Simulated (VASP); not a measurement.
# Ti3Al (Fm-3m) in VASP: notebook, part 2 of 2

VASP 6.6.1. The steps go on from the part before.

## Step 4: Single point, PBE, collinear spin

INCAR reads:

```
PREC = Accurate
ENCUT = 520
EDIFF = 1E-7
ISMEAR = 0
SIGMA = 0.1
LREAL = False
LASPH = True
NELM = 150
ALGO = Normal
ISIF = 2
LWAVE = False
LCHARG = False
ISPIN = 2
MAGMOM = 1 1 1 0
LORBIT = 11
LMAXMIX = 4
GGA = PE
NBANDS = 32
```

KPOINTS reads:

```
Automatic mesh
0
Gamma
  6 6 6
```

POSCAR reads:

```
Ti3Al
1.0
    0.0000000000      3.2317810000      3.2317810000
    3.2317810000      0.0000000000      3.2317810000
    3.2317810000      3.2317810000      0.0000000000
Ti Al
3 1
Direct
    0.7500000000      0.7500000000      0.7500000000
    0.2500000000      0.2500000000      0.2500000000
    0.0000000000      0.0000000000      0.0000000000
    0.5000000000      0.5000000000      0.5000000000
```

Potentials or basis: VASP PAW PBE potentials, release 64 (Ti_sv, Al).

Command:

```
cat potpaw_PBE.64/Ti_sv/POTCAR potpaw_PBE.64/Al/POTCAR > POTCAR
mpirun -np 1 vasp_std > vasp.out
```

OUTCAR:

```text
PREC = Accurate
   ENCUT = 520
   EDIFF = 1E-7
   ISMEAR = 0
   LREAL = False
   LASPH = True
   NELM = 150
   ISIF = 2
   ISPIN = 2
   LORBIT = 11
   GGA = PE

 ion  position               nearest neighbor table
   1  0.750  0.750  0.750-   4 2.80   4 2.80   4 2.80   3 2.80   4 2.80   3 2.80   3 2.80   3 2.80

   2  0.250  0.250  0.250-   3 2.80   3 2.80   3 2.80   3 2.80   4 2.80   4 2.80   4 2.80   4 2.80

   3  0.000  0.000  0.000-   1 2.80   1 2.80   1 2.80   1 2.80   2 2.80   2 2.80   2 2.80   2 2.80

   4  0.500  0.500  0.500-   2 2.80   2 2.80   2 2.80   1 2.80   2 2.80   1 2.80   1 2.80   1 2.80

  LATTYP: Found a face centered cubic cell.
 ALAT       =     6.4635620000

  Lattice vectors:

 A1 = (   0.0000000000,   3.2317810000,   3.2317810000)
 A2 = (   3.2317810000,   0.0000000000,   3.2317810000)
 A3 = (   3.2317810000,   3.2317810000,   0.0000000000)

Analysis of symmetry for initial positions (statically):
=====================================================================
 Subroutine PRICEL returns:
 Original cell was already a primitive cell.

 Routine SETGRP: Setting up the symmetry group for a
 face centered cubic supercell.

 Subroutine GETGRP returns: Found 48 space group operations
 (whereof 48 operations were pure point group operations)
 out of a pool of 48 trial point group operations.

The static configuration has the point symmetry O_h .

Analysis of symmetry for dynamics (positions and initial velocities):
=====================================================================
 Subroutine PRICEL returns:
 Original cell was already a primitive cell.

 Routine SETGRP: Setting up the symmetry group for a
 face centered cubic supercell.

 Subroutine GETGRP returns: Found 48 space group operations
[... 155 lines left out ...]
  ext. energy  EPLUGINS =         0.00000000
  ---------------------------------------------------
  free energy    TOTEN  =       -27.89943174 eV

  energy without entropy =      -27.87244770  energy(sigma->0) =      -27.88593972

 E-fermi :   8.0945     XC(G=0): -11.2392

 val. band max:        8.0692417847   @ k =   0.5000   0.1667   0.0000
 cond. band min:       8.1075461731   @ k =   0.5000   0.3333   0.0000
 fundamental gap:      0.0383043884
 Fermi energy:         8.0945354014

 spin component 1

 k-point     1 :       0.0000    0.0000    0.0000
  band No.  band energies     occupation
      1     -48.7074      1.00000
      2     -48.6069      1.00000
      3     -48.5208      1.00000
      4     -25.0389      1.00000
      5     -25.0389      1.00000
      6     -25.0389      1.00000
[... 533 lines left out ...]
     30      11.2762      0.00000
     31      11.3137      0.00000
 Fermi energy:         8.0945354014

 spin component 2

 k-point     1 :       0.0000    0.0000    0.0000
  band No.  band energies     occupation
      1     -48.4157      1.00000
      2     -48.3716      1.00000
      3     -47.6545      1.00000
      4     -24.7075      1.00000
      5     -24.7075      1.00000
      6     -24.7075      1.00000
[... 533 lines left out ...]
     30      11.4310      0.00000
     31      11.9697      0.00000
 [bands above 31 left out]

------------------------ aborting loop because EDIFF is reached ----------------------------------------

  FORCE on cell =-STRESS in cart. coord.  units (eV):
  Direction    XX          YY          ZZ          XY          YZ          ZX
  --------------------------------------------------------------------------------------
  -------------------------------------------------------------------------------------
  Total       -0.0540315     -0.0540315     -0.0540315      0.0000000      0.0000000      0.0000000
  in kB       -1.2823368     -1.2823368     -1.2823368      0.0000000      0.0000000      0.0000000
  external PRESSURE =      -1.2823368 kB  Pullay stress =       0.0000000 kB

 VOLUME and BASIS-vectors are now :
 -----------------------------------------------------------------------------
  energy-cutoff  :      520.00
  volume of cell :       67.51
      direct lattice vectors                 reciprocal lattice vectors
     0.000000000  3.231781000  3.231781000    -0.154713454  0.154713454  0.154713454
     3.231781000  0.000000000  3.231781000     0.154713454 -0.154713454  0.154713454
     3.231781000  3.231781000  0.000000000     0.154713454  0.154713454 -0.154713454

 POSITION                                       TOTAL-FORCE (eV/Angst)
 -----------------------------------------------------------------------------------
      4.84767      4.84767      4.84767         0.000000     -0.000000      0.000000
      1.61589      1.61589      1.61589        -0.000000     -0.000000     -0.000000
      0.00000      0.00000      0.00000         0.000000      0.000000      0.000000
      3.23178      3.23178      3.23178         0.000000      0.000000      0.000000
 -----------------------------------------------------------------------------------
    total drift:                                0.000000      0.000000      0.000000

  FREE ENERGIE OF THE ION-ELECTRON SYSTEM (eV)
  ---------------------------------------------------
  free  energy   TOTEN  =       -27.8994317397 eV

  energy  without entropy=      -27.8724476980  energy(sigma->0) =      -27.88593972

 total charge

# of ion       s       p       d       tot
------------------------------------------
    1        2.211   6.127   1.900  10.237
    2        2.211   6.127   1.900  10.237
    3        2.248   6.098   1.969  10.315
    4        0.406   0.416   0.000   0.822
--------------------------------------------------
tot          7.075  18.767   5.770  31.612

 magnetization (x)

# of ion       s       p       d       tot
------------------------------------------
    1        0.003   0.032   0.237   0.272
    2        0.003   0.032   0.237   0.272
    3        0.014   0.035   0.990   1.039
    4       -0.007  -0.015   0.000  -0.023
--------------------------------------------------
tot          0.013   0.083   1.464   1.561
```

OSZICAR:

```text
N       E                     dE             d eps       ncg     rms          rms(c)
DAV:   1     0.470067620028E+03    0.47007E+03   -0.18705E+04  2048   0.142E+03
DAV:   2     0.185309403012E+02   -0.45154E+03   -0.43920E+03  2080   0.447E+02
DAV:   3    -0.270994646741E+02   -0.45630E+02   -0.44455E+02  3528   0.126E+02
DAV:   4    -0.312156793935E+02   -0.41162E+01   -0.40784E+01  2904   0.322E+01
DAV:   5    -0.314028368979E+02   -0.18716E+00   -0.18712E+00  2904   0.594E+00    0.165E+01
DAV:   6    -0.277511503680E+02    0.36517E+01   -0.17976E+01  2864   0.303E+01    0.481E+00
DAV:   7    -0.279030494297E+02   -0.15190E+00   -0.11779E+00  2776   0.891E+00    0.325E+00
DAV:   8    -0.279012109543E+02    0.18385E-02   -0.31838E-01  2712   0.630E+00    0.258E+00
DAV:   9    -0.278887431533E+02    0.12468E-01   -0.19329E-01  2608   0.448E+00    0.121E+00
DAV:  10    -0.278988159441E+02   -0.10073E-01   -0.44941E-02  2272   0.175E+00    0.330E-01
DAV:  11    -0.278990602463E+02   -0.24430E-03   -0.60142E-03  2936   0.439E-01    0.191E-01
DAV:  12    -0.278993929154E+02   -0.33267E-03   -0.10356E-03  2440   0.195E-01    0.694E-02
DAV:  13    -0.278994350148E+02   -0.42099E-04   -0.17514E-04  2904   0.811E-02    0.285E-02
DAV:  14    -0.278994353587E+02   -0.34382E-06   -0.16758E-05  2568   0.250E-02    0.999E-03
DAV:  15    -0.278994317041E+02    0.36546E-05   -0.35709E-06  2648   0.121E-02    0.385E-03
DAV:  16    -0.278994315006E+02    0.20347E-06   -0.32696E-07  2464   0.411E-03    0.102E-03
DAV:  17    -0.278994316597E+02   -0.15905E-06   -0.68083E-08  1304   0.127E-03    0.799E-04
DAV:  18    -0.278994317397E+02   -0.80013E-07   -0.16672E-08  1056   0.901E-04
   1 F= -.27899432E+02 E0= -.27885940E+02  d E =-.269840E-01  mag=     2.0846
```

It took 40 s on 1 thread of Intel Xeon 6975P-C (Granite Rapids), shared host; peak memory 0.26 GiB.

What came out:

| Quantity | Value |
| --- | --- |
| Free energy | -27.8994 eV |
| Pressure | -0.1 GPa |
| Net moment | 2.08 μB per cell |
| Site moments | Ti +0.27, +1.04 (each value once); Al -0.02 μB |
| Valence electrons inside the program's atomic spheres | Ti 10.24, 10.31 (each value once); Al 0.82 |
